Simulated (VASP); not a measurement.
# BeTe3 (Pm-3m) in VASP: single point with PBE

Aim: the single point of BeTe3 with PBE.

Program: VASP 6.6.1. These are calculated values, not measurements. Logs are shortened: lines on timing, memory, paths and dates and some standing lists are left out, and cuts for length are marked.

**1. The cell of the first run**

The structure is cubic, space group Pm-3m (No. 221). Conventional cell: a = 4.660 Å, b = 4.660 Å, c = 4.660 Å, α = 90.00°, β = 90.00°, γ = 90.00°. Be (site symmetry m-3m) has 12 Te at 3.30 Å within 4.3 Å. Within 4.3 Å of Te (site symmetry 4/mmm) lie 4 Be at 3.30 Å and 8 Te at 3.30 Å.

**2. Single point, PBE**

INCAR

```
SYSTEM = BeTe3
PREC = Accurate
ENCUT = 520
EDIFF = 1E-6
ISMEAR = 0
SIGMA = 0.1
LREAL = .False.
LASPH = .True.
NELM = 100
ALGO = Normal
ISIF = 2
LWAVE = .False.
LCHARG = .False.
GGA = PE
NBANDS = 18
```

KPOINTS

```
regular mesh
0
Gamma
  10 10 10
  0 0 0
```

POSCAR

```
BeTe3
1.0
    4.6598544591      0.0000000000      0.0000000000
    0.0000000000      4.6598544591      0.0000000000
    0.0000000000      0.0000000000      4.6598544591
Be Te
1 3
Direct
    0.0000000000      0.0000000000      0.0000000000
    0.5000000000      0.5000000000      0.0000000000
    0.5000000000      0.0000000000      0.5000000000
    0.0000000000      0.5000000000      0.5000000000
```

Potentials or basis: VASP PAW PBE potentials, release 64 (Be, Te).

Command:

```bash
> cat potpaw_PBE.64/Be/POTCAR potpaw_PBE.64/Te/POTCAR > POTCAR
> mpirun -np 1 vasp_std > vasp.out
```

OUTCAR:

```text
SYSTEM = BeTe3
   PREC = Accurate
   ENCUT = 520
   EDIFF = 1E-6
   ISMEAR = 0
   LREAL = .False.
   LASPH = .True.
   NELM = 100
   ISIF = 2
   GGA = PE

 ion  position               nearest neighbor table
   1  0.000  0.000  0.000-
   2  0.500  0.500  0.000-   3 3.30   4 3.30   3 3.30   4 3.30   3 3.30   3 3.30   4 3.30   4 3.30

   3  0.500  0.000  0.500-   2 3.30   4 3.30   2 3.30   2 3.30   4 3.30   2 3.30   4 3.30   4 3.30

   4  0.000  0.500  0.500-   2 3.30   3 3.30   2 3.30   3 3.30   2 3.30   3 3.30   2 3.30   3 3.30

  LATTYP: Found a simple cubic cell.
 ALAT       =     4.6598544591

  Lattice vectors:

 A1 = (   4.6598544591,   0.0000000000,   0.0000000000)
 A2 = (   0.0000000000,   4.6598544591,   0.0000000000)
 A3 = (   0.0000000000,   0.0000000000,   4.6598544591)

Analysis of symmetry for initial positions (statically):
=====================================================================
 Subroutine PRICEL returns:
 Original cell was already a primitive cell.

 Routine SETGRP: Setting up the symmetry group for a
 simple cubic supercell.

 Subroutine GETGRP returns: Found 48 space group operations
 (whereof 48 operations were pure point group operations)
 out of a pool of 48 trial point group operations.

The static configuration has the point symmetry O_h .

Analysis of symmetry for dynamics (positions and initial velocities):
=====================================================================
 Subroutine PRICEL returns:
 Original cell was already a primitive cell.

 Routine SETGRP: Setting up the symmetry group for a
 simple cubic supercell.

 Subroutine GETGRP returns: Found 48 space group operations
 (whereof 48 operations were pure point group operations)
 out of a pool of 48 trial point group operations.

The dynamic configuration has the point symmetry O_h .

 Subroutine INISYM returns: Found 48 space group operations
 (whereof 48 operations are pure point group operations),
 and found     1 'primitive' translations

----------------------------------------------------------------------------------------

                                     Primitive cell

  volume of cell :     101.1852

  direct lattice vectors                    reciprocal lattice vectors
[... 88 lines left out ...]
   LASPH  =      T    aspherical Exc in radial PAW
   ENCUT  =  520.0 eV  38.22 Ry    6.18 a.u.   8.66  8.66  8.66*2*pi/ulx,y,z
   NELM   =    100;   NELMIN=  2; NELMDL= -5     # of ELM steps
   EDIFF  = 0.1E-05   stopping-criterion for ELM
   LREAL  =      F    real-space projection
   EDIFFG = 0.1E-04   stopping-criterion for IOM
   NSW    =      0    number of steps for IOM
   IBRION =     -1    ionic relax: 0-MD 1-quasi-New 2-CG
   NFREE  =      0    steps in history (QN), initial steepest desc. (CG)
   ISIF   =      2    stress and relaxation
   ISYM   =      2    0-nonsym 1-usesym 2-fastsym
   POTIM  = 0.5000    time-step for ionic-motion
   TEBEG  =    0.0;   TEEND  =   0.0 temperature during run
   PSTRESS=    0.0 pullay stress
   NELECT =      20.0000    total number of electrons
   NUPDOWN=      -1.0000    fix difference up-down
   EMIN   =  10.00;   EMAX   =-10.00  energy-range for DOS
   EFERMI =   0.00;   METHOD = LEGACY
   ISMEAR =     0;   SIGMA  =   0.10  broadening in eV -4-tet -1-fermi 0-gaus
   EFERMI_NEDOS =   21; number of points for ismear=-14 and -15
   IALGO  =     38    algorithm
   IMIX   =      4    mixing-type and parameters
     AMIX     =   0.40;   BMIX     =  1.00
     AMIX_MAG =   1.60;   BMIX_MAG =  1.00
  volume/ion in A,a.u.               =      25.30       170.71
  Fermi-wavevector in a.u.,A,eV,Ry     =   0.953628  1.802096 12.373233  0.909407
  Thomas-Fermi vector in A             =   2.082301
   LORBIT       =      0    0 simple, 1 ext, 2 COOP (PROOUT), +10 PAW based schemes
   GGA     = PE    functional components
   LHFCALC =     F    Hartree Fock is set to
   AEXX    =    0.0000 exact exchange contribution
   IVDW    =     0    specifies the selected vdW correction
   LEPSILON=     F    determine dielectric tensor
   LRPA    =     F    only Hartree local field effects (RPA)
 non-spin polarized calculation
 Gauss-broadening in eV      SIGMA  =   0.10
  energy-cutoff  :      520.00
  volume of cell :      101.19
 maximum number of plane-waves:      2800
 NGX is ok and might be reduce to    36
   NGX = 17   NGY = 17   NGZ = 17

 number of electron      19.9999997 magnetization

 Free energy of the ion-electron system (eV)
  ---------------------------------------------------
  ext. energy  EPLUGINS =         0.00000000
  ---------------------------------------------------
  free energy    TOTEN  =        -9.99765975 eV

  energy without entropy =       -9.98344036  energy(sigma->0) =       -9.99055005

 E-fermi :   7.3642     XC(G=0):  -9.8304

 val. band max:        7.3248071331   @ k =   0.5000   0.4000   0.2000
 cond. band min:       7.3782511388   @ k =   0.3000   0.3000   0.2000
 fundamental gap:      0.0534440057
 Fermi energy:         7.3641660099

 k-point     1 :       0.0000    0.0000    0.0000
  band No.  band energies     occupation
      1      -6.6832      2.00000
      2      -2.5050      2.00000
      3      -2.5050      2.00000
      4       2.0685      2.00000
      5       2.0685      2.00000
      6       2.0685      2.00000
[... 481 lines left out ...]
      5       3.0087      2.00000
      6       3.5493      2.00000
[... 10 lines left out ...]
     17      12.9689      0.00000
     18      13.8562      0.00000

 [... further k-points ...]

------------------------ aborting loop because EDIFF is reached ----------------------------------------

  FORCE on cell =-STRESS in cart. coord.  units (eV):
  Direction    XX          YY          ZZ          XY          YZ          ZX
  --------------------------------------------------------------------------------------
  -------------------------------------------------------------------------------------
  Total       -0.0621367     -0.0621367     -0.0621367     -0.0000000      0.0000000     -0.0000000
  in kB       -0.9838794     -0.9838794     -0.9838794     -0.0000000      0.0000000     -0.0000000
  external PRESSURE =      -0.9838794 kB  Pullay stress =       0.0000000 kB

 VOLUME and BASIS-vectors are now :
 -----------------------------------------------------------------------------
  energy-cutoff  :      520.00
  volume of cell :      101.19
      direct lattice vectors                 reciprocal lattice vectors
     4.659854459  0.000000000  0.000000000     0.214598977  0.000000000  0.000000000
     0.000000000  4.659854459  0.000000000     0.000000000  0.214598977  0.000000000
     0.000000000  0.000000000  4.659854459     0.000000000  0.000000000  0.214598977

 POSITION                                       TOTAL-FORCE (eV/Angst)
 -----------------------------------------------------------------------------------
      0.00000      0.00000      0.00000         0.000000      0.000000      0.000000
      2.32993      2.32993      0.00000         0.000000      0.000000      0.000000
      2.32993      0.00000      2.32993         0.000000      0.000000      0.000000
      0.00000      2.32993      2.32993         0.000000      0.000000      0.000000
 -----------------------------------------------------------------------------------
    total drift:                               -0.000000      0.000000      0.000000

  FREE ENERGIE OF THE ION-ELECTRON SYSTEM (eV)
  ---------------------------------------------------
  free  energy   TOTEN  =        -9.9976597474 eV

  energy  without entropy=       -9.9834403580  energy(sigma->0) =       -9.99055005
```

stdout:

```text
POSCAR found type information on POSCAR BeTe
 POSCAR found :  2 types and       4 ions
 scaLAPACK will be used
 LDA part: xc-table for (Slater+PW92), standard interpolation
 POSCAR, INCAR and KPOINTS ok, starting setup
 FFT: planning ... GRIDC
 FFT: planning ... GRID_SOFT
 FFT: planning ... GRID
 WAVECAR not read
 entering main loop
```

It took 40 s on 1 thread of Intel Xeon 6975P-C, shared host; peak memory 0.26 GiB.

Results:

```yaml
Free_energy: -9.9977 eV
Pressure: -0.1 GPa
Band_gap_on_the_k_mesh: zero (band 10 reaches 9.33 eV, above the bottom of band 11 at 6.99 eV)
```

Caveat: spin-orbit coupling is left out, which moves the levels of the heavy elements.
